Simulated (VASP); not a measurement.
Runs of VASP 6.6.1 on ScSb2N3. The structure is that of space group P6/mmm (No. 191), or close to it. The cells are those of the table. The cell was generated, and may not be a known phase.

```tsv
task	cell	k mesh	cutoff (eV)	gap on the mesh (eV)	pressure (GPa)	relaxed volume (Å³/atom)
relaxation of cell and atoms	relaxed from a = 5.781, b = 5.781, c = 3.697 Å, angles 90.0, 90.0, 120.0°, 6 atoms	3 × 3 × 6	600	none	0.1	(a)
relaxation of cell and atoms	relaxed from a = 5.867, b = 5.867, c = 3.091 Å, angles 90.0, 90.0, 120.0°, 6 atoms	6 × 6 × 12	600	none	0.1	15.31
single point	a = 5.867, b = 5.867, c = 3.091 Å, angles 90.0, 90.0, 120.0°, 6 atoms	3 × 3 × 6	520	none	-0.5	-
single point	a = 5.866, b = 5.866, c = 3.101 Å, angles 90.0, 90.0, 120.0°, 6 atoms	6 × 6 × 12	520	none	-0.5	-
single point	a = 5.781, b = 5.781, c = 3.697 Å, angles 90.0, 90.0, 120.0°, 6 atoms	3 × 3 × 6	520	none	-12.3	-
```

Alike in all rows: level PBE; potentials or basis VASP PAW PBE potentials, release 64 (Sc_sv, Sb, N); no spin polarisation; smearing gaussian 0.1 eV.

Task: Estimate the missing entries.

Result: (a) 15.26.

Caveats: some runs use coarse meshes; spin-orbit coupling is left out, which moves the levels of the heavy elements; a cell axis changed by over 15 % at a fixed basis, so the end point is rough (at least some runs).

A k mesh can miss the band edges, and the runs leave out spin-orbit coupling on Sb.

A gap of «none» marks levels without a gap at the run's occupations.
